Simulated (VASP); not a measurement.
# MgO (P6_3/mmc) in VASP: a series of runs

MgO is run at these levels: PBE; tasks: single point, relaxation of cell and atoms.

All numbers are computed with VASP 6.6.1; they aren't measurements. Logs are shortened: lines on timing, memory, paths and dates and some standing lists are left out, and cuts for length are marked.

### Step 1. The cell of the first run

Symmetry: P6_3/mmc, No. 194, hexagonal system. The conventional cell has a = 3.521 Å, b = 3.521 Å, c = 4.239 Å, α = 90.00°, β = 90.00°, γ = 120.00°. Mg (site symmetry -6m2) has 5 O at 2.03 to 2.12 Å within 2.7 Å. Within 2.7 Å of O (site symmetry -6m2) lie 5 Mg at 2.03 to 2.12 Å.

### Step 2. Single point, PBE

INCAR reads:

```
PREC = Accurate
ENCUT = 520
EDIFF = 1E-6
ISMEAR = 0
SIGMA = 0.02
LREAL = F
LASPH = T
NELM = 60
ALGO = Normal
ISIF = 2
LWAVE = F
LCHARG = F
GGA = PE
NBANDS = 16
```

KPOINTS reads:

```
regular mesh
0
Gamma
  9 9 6
```

POSCAR reads:

```
MgO
1.0
    3.5213164963      0.0000000000      0.0000000000
   -1.7606582482      3.0495495405      0.0000000000
    0.0000000000      0.0000000000      4.2393824239
Mg O
2 2
Direct
    0.6666666667      0.3333333333      0.7500000000
    0.3333333333      0.6666666667      0.2500000000
    0.6666666667      0.3333333333      0.2500000000
    0.3333333333      0.6666666667      0.7500000000
```

Potentials or basis: VASP PAW PBE potentials, release 64 (Mg, O).

On the command line:

```bash
$ cat potpaw_PBE.64/Mg/POTCAR potpaw_PBE.64/O/POTCAR > POTCAR
$ mpirun -np 1 vasp_std > vasp.out
```

OUTCAR:

```text
PREC = Accurate
   ENCUT = 520
   EDIFF = 1E-6
   ISMEAR = 0
   LREAL = F
   LASPH = T
   NELM = 60
   ISIF = 2
   GGA = PE

 ion  position               nearest neighbor table
   1  0.667  0.333  0.750-   4 2.03   4 2.03   4 2.03   3 2.12   3 2.12   2 2.94   2 2.94   2 2.94
                             2 2.94   2 2.94   2 2.94
   2  0.333  0.667  0.250-   3 2.03   3 2.03   3 2.03   4 2.12   4 2.12   1 2.94   1 2.94   1 2.94
                             1 2.94   1 2.94   1 2.94
   3  0.667  0.333  0.250-   2 2.03   2 2.03   2 2.03   1 2.12   1 2.12
   4  0.333  0.667  0.750-   1 2.03   1 2.03   1 2.03   2 2.12   2 2.12

  LATTYP: Found a hexagonal cell.
 ALAT       =     3.5213164963
 C/A-ratio  =     1.2039197352

  Lattice vectors:

 A1 = (   3.5213164963,   0.0000000000,   0.0000000000)
 A2 = (  -1.7606582482,   3.0495495405,   0.0000000000)
 A3 = (   0.0000000000,   0.0000000000,   4.2393824239)

Analysis of symmetry for initial positions (statically):
=====================================================================
 Subroutine PRICEL returns:
 Original cell was already a primitive cell.

 Routine SETGRP: Setting up the symmetry group for a
 hexagonal supercell.

 Subroutine GETGRP returns: Found 24 space group operations
 (whereof 12 operations were pure point group operations)
 out of a pool of 24 trial point group operations.

The static configuration has the point symmetry D_3d.
 The point group associated with its full space group is D_6h.

Analysis of symmetry for dynamics (positions and initial velocities):
=====================================================================
 Subroutine PRICEL returns:
 Original cell was already a primitive cell.

 Routine SETGRP: Setting up the symmetry group for a
 hexagonal supercell.

 Subroutine GETGRP returns: Found 24 space group operations
 (whereof 12 operations were pure point group operations)
 out of a pool of 24 trial point group operations.

The dynamic configuration has the point symmetry D_3d.
 The point group associated with its full space group is D_6h.

 Subroutine INISYM returns: Found 24 space group operations
 (whereof 12 operations are pure point group operations),
 and found     1 'primitive' translations

----------------------------------------------------------------------------------------

                                     Primitive cell

  volume of cell :      45.5243

  direct lattice vectors                    reciprocal lattice vectors
     3.521316496  0.000000000  0.000000000     0.283984697  0.163958642  0.000000000
    -1.760658248  3.049549541  0.000000000     0.000000000  0.327917283  0.000000000
     0.000000000  0.000000000  4.239382424     0.000000000  0.000000000  0.235883414

  length of vectors
     3.521316496  3.521316496  4.239382424     0.327917283  0.327917283  0.235883414

  position of ions in fractional coordinates (direct lattice)
     0.666666667  0.333333333  0.750000000
     0.333333333  0.666666667  0.250000000
     0.666666667  0.333333333  0.250000000
     0.333333333  0.666666667  0.750000000

  ion indices of the primitive-cell ions
   primitive index   ion index
                 1           1
                 2           2
                 3           3
                 4           4

----------------------------------------------------------------------------------------

 KPOINTS: regular mesh

Automatic generation of k-mesh.
 Grid dimensions read from file:
 generate k-points for:    9    9    6

 Generating k-lattice:

  Cartesian coordinates                     Fractional coordinates (reciprocal lattice)
     0.031553855  0.018217627  0.000000000     0.111111111  0.000000000  0.000000000
     0.000000000  0.036435254  0.000000000     0.000000000  0.111111111  0.000000000
     0.000000000  0.000000000  0.039313902     0.000000000  0.000000000  0.166666667

  Length of vectors
     0.036435254  0.036435254  0.039313902

  Shift w.r.t. Gamma in fractional coordinates (k-lattice)
     0.000000000  0.000000000  0.000000000

 Subroutine IBZKPT returns following result:
 ===========================================

 Found     48 irreducible k-points:

 Following reciprocal coordinates:
            Coordinates               Weight
  0.000000  0.000000  0.000000      1.000000
  0.111111  0.000000  0.000000      6.000000
  0.222222  0.000000  0.000000      6.000000
  0.333333  0.000000  0.000000      6.000000
  0.444444  0.000000  0.000000      6.000000
  0.111111  0.111111  0.000000      6.000000
[... 16 lines left out ...]
  0.333333  0.222222  0.166667     24.000000
  0.333333  0.333333  0.166667      4.000000
 [... further k-points ...]
   k-points           NKPTS =     48   k-points in BZ     NKDIM =     48   number of bands    NBANDS=     16
   number of dos      NEDOS =    301   number of ions     NIONS =      4
   total plane-waves  NPLWV =  25088
   dimension x,y,z NGX =    28 NGY =   28 NGZ =   32
   dimension x,y,z NGXF=    56 NGYF=   56 NGZF=   64
   ions per type =               2   2
   NGX,Y,Z   is equivalent  to a cutoff of  13.22, 13.22, 12.55 a.u.
   NGXF,Y,Z  is equivalent  to a cutoff of  26.44, 26.44, 25.10 a.u.
 SYSTEM =  unknown system
   PREC   = accura    normal or accurate (medium, high low for compatibility)
   ISTART =      0    job   : 0-new  1-cont  2-samecut
   ICHARG =      2    charge: 1-file 2-atom 10-const
   ISPIN  =      1    spin polarized calculation?
   LNONCOLLINEAR =      F non collinear calculations
   LSORBIT =      F    spin-orbit coupling
   LASPH  =      T    aspherical Exc in radial PAW
   ENCUT  =  520.0 eV  38.22 Ry    6.18 a.u.   6.55  6.55  7.88*2*pi/ulx,y,z
   NELM   =     60;   NELMIN=  2; NELMDL= -5     # of ELM steps
   EDIFF  = 0.1E-05   stopping-criterion for ELM
   LREAL  =      F    real-space projection
   EDIFFG = 0.1E-04   stopping-criterion for IOM
   NSW    =      0    number of steps for IOM
   IBRION =     -1    ionic relax: 0-MD 1-quasi-New 2-CG
   NFREE  =      0    steps in history (QN), initial steepest desc. (CG)
   ISIF   =      2    stress and relaxation
   ISYM   =      2    0-nonsym 1-usesym 2-fastsym
   POTIM  = 0.5000    time-step for ionic-motion
   TEBEG  =    0.0;   TEEND  =   0.0 temperature during run
   PSTRESS=    0.0 pullay stress
   NELECT =      16.0000    total number of electrons
   NUPDOWN=      -1.0000    fix difference up-down
   EMIN   =  10.00;   EMAX   =-10.00  energy-range for DOS
   EFERMI =   0.00;   METHOD = LEGACY
   ISMEAR =     0;   SIGMA  =   0.02  broadening in eV -4-tet -1-fermi 0-gaus
   EFERMI_NEDOS =   21; number of points for ismear=-14 and -15
   IALGO  =     38    algorithm
   IMIX   =      4    mixing-type and parameters
     AMIX     =   0.40;   BMIX     =  1.00
     AMIX_MAG =   1.60;   BMIX_MAG =  1.00
  volume/ion in A,a.u.               =      11.38        76.80
  Fermi-wavevector in a.u.,A,eV,Ry     =   1.155315  2.183229 18.160411  1.334753
  Thomas-Fermi vector in A             =   2.291944
   LORBIT       =      0    0 simple, 1 ext, 2 COOP (PROOUT), +10 PAW based schemes
   GGA     = PE    functional components
   LHFCALC =     F    Hartree Fock is set to
   AEXX    =    0.0000 exact exchange contribution
   IVDW    =     0    specifies the selected vdW correction
   LEPSILON=     F    determine dielectric tensor
   LRPA    =     F    only Hartree local field effects (RPA)
 non-spin polarized calculation
 Gauss-broadening in eV      SIGMA  =   0.02
  energy-cutoff  :      520.00
  volume of cell :       45.52
 maximum number of plane-waves:      1252
 NGX is ok and might be reduce to    28
   NGX = 13   NGY = 13   NGZ = 15

 number of electron      15.9999990 magnetization

 Free energy of the ion-electron system (eV)
  ---------------------------------------------------
  ext. energy  EPLUGINS =         0.00000000
  ---------------------------------------------------
  free energy    TOTEN  =       -23.67515845 eV

  energy without entropy =      -23.67515845  energy(sigma->0) =      -23.67515845

 E-fermi :   1.9160     XC(G=0):  -9.9235

 val. band max:        1.7918240180   @ k =   0.0000   0.0000   0.0000
 cond. band min:       5.0489486844   @ k =   0.0000   0.0000   0.0000
 fundamental gap:      3.2571246665
 Fermi energy:         1.9160146618

 k-point     1 :       0.0000    0.0000    0.0000
  band No.  band energies     occupation
      1     -15.0015      2.00000
      2     -13.6961      2.00000
      3      -1.7431      2.00000
      4       0.1214      2.00000
      5       0.1214      2.00000
      6       1.0191      2.00000
[... 8 lines left out ...]
     15      17.0996      0.00000
     16      17.2263      0.00000

 k-point     2 :       0.1111    0.0000    0.0000
  band No.  band energies     occupation
      1     -14.9443      2.00000
      2     -13.7055      2.00000
      3      -1.6488      2.00000
      4      -0.0695      2.00000
      5       0.0285      2.00000
      6       0.7202      2.00000
[... 8 lines left out ...]
     15      16.6460      0.00000
     16      16.7019      0.00000

 k-point     3 :       0.2222    0.0000    0.0000
  band No.  band energies     occupation
      1     -14.7869      2.00000
      2     -13.7409      2.00000
      3      -1.3786      2.00000
      4      -0.6288      2.00000
      5      -0.1667      2.00000
      6       0.2938      2.00000
[... 8 lines left out ...]
     15      15.7339      0.00000
     16      16.1917      0.00000

 k-point     4 :       0.3333    0.0000    0.0000
  band No.  band energies     occupation
      1     -14.5720      2.00000
      2     -13.8149      2.00000
      3      -1.2469      2.00000
      4      -0.9782      2.00000
      5      -0.3496      2.00000
      6       0.0184      2.00000
[... 8 lines left out ...]
     15      15.6303      0.00000
     16      16.1151      0.00000

 k-point     5 :       0.4444    0.0000    0.0000
  band No.  band energies     occupation
      1     -14.3817      2.00000
      2     -13.9117      2.00000
      3      -1.6141      2.00000
      4      -0.5796      2.00000
      5      -0.4552      2.00000
      6      -0.1212      2.00000
[... 8 lines left out ...]
     15      16.0951      0.00000
     16      16.1665      0.00000

 k-point     6 :       0.1111    0.1111    0.0000
  band No.  band energies     occupation
      1     -14.8370      2.00000
      2     -13.7281      2.00000
      3      -1.4662      2.00000
      4      -0.3556      2.00000
      5      -0.2639      2.00000
      6       0.4756      2.00000
[... 8 lines left out ...]
     15      16.0789      0.00000
     16      16.1864      0.00000
[... 267 lines left out ...]
 k-point    21 :       0.4444    0.1111    0.1667
  band No.  band energies     occupation
      1     -14.2795      2.00000
      2     -13.9608      2.00000
      3      -1.7997      2.00000
      4      -0.7572      2.00000
      5      -0.6471      2.00000
      6       0.0771      2.00000
[... 8 lines left out ...]
     15      15.5768      0.00000
     16      16.5828      0.00000

 k-point    22 :       0.2222    0.2222    0.1667
  band No.  band energies     occupation
      1     -14.4072      2.00000
      2     -13.8928      2.00000
      3      -1.3520      2.00000
      4      -1.3075      2.00000
      5      -0.2812      2.00000
      6       0.0702      2.00000
[... 8 lines left out ...]
     15      15.8168      0.00000
     16      17.0957      0.00000

 k-point    23 :       0.3333    0.2222    0.1667
  band No.  band energies     occupation
      1     -14.2397      2.00000
      2     -13.9835      2.00000
      3      -1.6173      2.00000
      4      -1.0582      2.00000
      5      -0.6613      2.00000
      6       0.3139      2.00000
[... 8 lines left out ...]
     15      15.6886      0.00000
     16      17.1826      0.00000

 k-point    24 :       0.3333    0.3333    0.1667
  band No.  band energies     occupation
      1     -14.0982      2.00000
      2     -14.0982      2.00000
      3      -1.5817      2.00000
      4      -0.9441      2.00000
      5      -0.9441      2.00000
      6       0.6467      2.00000
[... 8 lines left out ...]
     15      15.6412      0.00000
     16      17.9541      0.00000

 [... further k-points ...]

------------------------ aborting loop because EDIFF is reached ----------------------------------------

  FORCE on cell =-STRESS in cart. coord.  units (eV):
  Direction    XX          YY          ZZ          XY          YZ          ZX
  --------------------------------------------------------------------------------------
  -------------------------------------------------------------------------------------
  Total       -0.1657042     -0.1657042     -0.2120791      0.0000000      0.0000000      0.0000000
  in kB       -5.8317750     -5.8317750     -7.4638872      0.0000000      0.0000000      0.0000000
  external PRESSURE =      -6.3758124 kB  Pullay stress =       0.0000000 kB

 VOLUME and BASIS-vectors are now :
 -----------------------------------------------------------------------------
  energy-cutoff  :      520.00
  volume of cell :       45.52
      direct lattice vectors                 reciprocal lattice vectors
     3.521316496  0.000000000  0.000000000     0.283984697  0.163958642  0.000000000
    -1.760658248  3.049549541  0.000000000     0.000000000  0.327917283  0.000000000
     0.000000000  0.000000000  4.239382424     0.000000000  0.000000000  0.235883414

 POSITION                                       TOTAL-FORCE (eV/Angst)
 -----------------------------------------------------------------------------------
      1.76066      1.01652      3.17954         0.000000     -0.000000      0.000000
     -0.00000      2.03303      1.05985        -0.000000      0.000000      0.000000
      1.76066      1.01652      1.05985         0.000000      0.000000      0.000000
     -0.00000      2.03303      3.17954         0.000000     -0.000000      0.000000
 -----------------------------------------------------------------------------------
    total drift:                                0.000000     -0.000000      0.000000

  FREE ENERGIE OF THE ION-ELECTRON SYSTEM (eV)
  ---------------------------------------------------
  free  energy   TOTEN  =       -23.6751584532 eV

  energy  without entropy=      -23.6751584532  energy(sigma->0) =      -23.67515845
```

Wall time 12 s (1 thread of Intel Xeon 6975P-C (Granite Rapids), shared host); peak memory 0.17 GiB.

Results:

* Free energy: -23.6752 eV
* Pressure: -0.6 GPa
* Band gap on the k mesh: 3.26 eV, direct

As with any semilocal functional, this PBE gap is likely too small.

### Step 3. Relaxation of cell and atoms, PBE

This run uses another cell than the first one, of 10.99 Å³/atom, 0.966 times its volume.

INCAR reads:

```
PREC = Accurate
ENCUT = 600
EDIFF = 1E-6
ISMEAR = 0
SIGMA = 0.02
LREAL = F
LASPH = T
NELM = 100
ALGO = Normal
ISIF = 3
LWAVE = F
LCHARG = F
GGA = PE
IBRION = 2
NSW = 100
EDIFFG = -0.005
```

KPOINTS reads:

```
Automatic mesh
0
Gamma
  9 9 6
```

POSCAR reads:

```
MgO
1.0
    3.4863778627      0.0000000000      0.0000000000
   -1.7431889314      3.0192917963      0.0000000000
    0.0000000000      0.0000000000      4.1780412200
Mg O
2 2
Direct
    0.6666666700      0.3333333300      0.7500000000
    0.3333333300      0.6666666700      0.2500000000
    0.6666666700      0.3333333300      0.2500000000
    0.3333333300      0.6666666700      0.7500000000
```

Potentials or basis: VASP PAW PBE potentials, release 64 (Mg, O).

On the command line:

```bash
$ cat potpaw_PBE.64/Mg/POTCAR potpaw_PBE.64/O/POTCAR > POTCAR
$ mpirun -np 1 vasp_std > vasp.out
```

It took 53 s on 1 thread of Intel Xeon 6975P-C (Granite Rapids), shared host; peak memory 0.19 GiB.

It converged, with:

```yaml
Free_energy: -23.6789 eV
Relaxed_volume: 11.31 Å³/atom
Relaxed_cell: a = 3.515 Å, b = 3.515 Å, c = 4.229 Å, α = 90.00°, β = 90.00°, γ = 120.00°
Space_group_after_relaxing_to_0.05_Å: P6_3/mmc (No. 194)
Energy_gained_by_relaxing: 3.8 meV/atom
Ionic_steps: 11
Pressure_after_relaxing: 0.0 GPa
Band_gap_on_the_k_mesh: 3.29 eV, direct
```

Step by step:
```tsv
step	energy change (eV)	largest force (eV/Å)	pressure (GPa)	volume (Å³)
1	0.0000	0.0000	3.87	43.98
2	-0.0137	0.0000	-1.18	45.69
3	-0.0152	0.0000	0.01	45.26
4	-0.0152	0.0000	-0.08	45.29
5	-0.0152	0.0000	0.02	45.25
6	-0.0153	0.0000	0.05	45.24
7	-0.0152	0.0000	0.09	45.22
8	-0.0152	0.0000	0.07	45.24
9	-0.0153	0.0000	0.06	45.24
10	-0.0153	0.0000	0.05	45.24
11	-0.0153	0.0000	0.01	45.26
```

Final structure:
```cif
data_structure
_symmetry_space_group_name_H-M 'P 1'
_symmetry_Int_Tables_number 1
_cell_length_a 3.5154
_cell_length_b 3.5154
_cell_length_c 4.2287
_cell_angle_alpha 90.000
_cell_angle_beta 90.000
_cell_angle_gamma 120.000
_cell_volume 45.26
loop_
_atom_site_label
_atom_site_type_symbol
_atom_site_fract_x
_atom_site_fract_y
_atom_site_fract_z
_atom_site_occupancy
Mg1 Mg 0.66667 0.33333 0.75000 1
Mg2 Mg 0.33333 0.66667 0.25000 1
O1 O 0.66667 0.33333 0.25000 1
O2 O 0.33333 0.66667 0.75000 1
```

Levels at points of the mesh, in eV from the valence-band top:
```csv
k point,band 6,band 7,band 8,band 9,band 10,band 11
"(0.00, 0.00, 0.00)",-0.78,-0.78,0.00,3.29,9.24,11.99
"(0.00, 0.00, 0.50)",-1.25,-1.25,-1.25,6.31,6.31,12.73
```

[end of part 1 of 2]
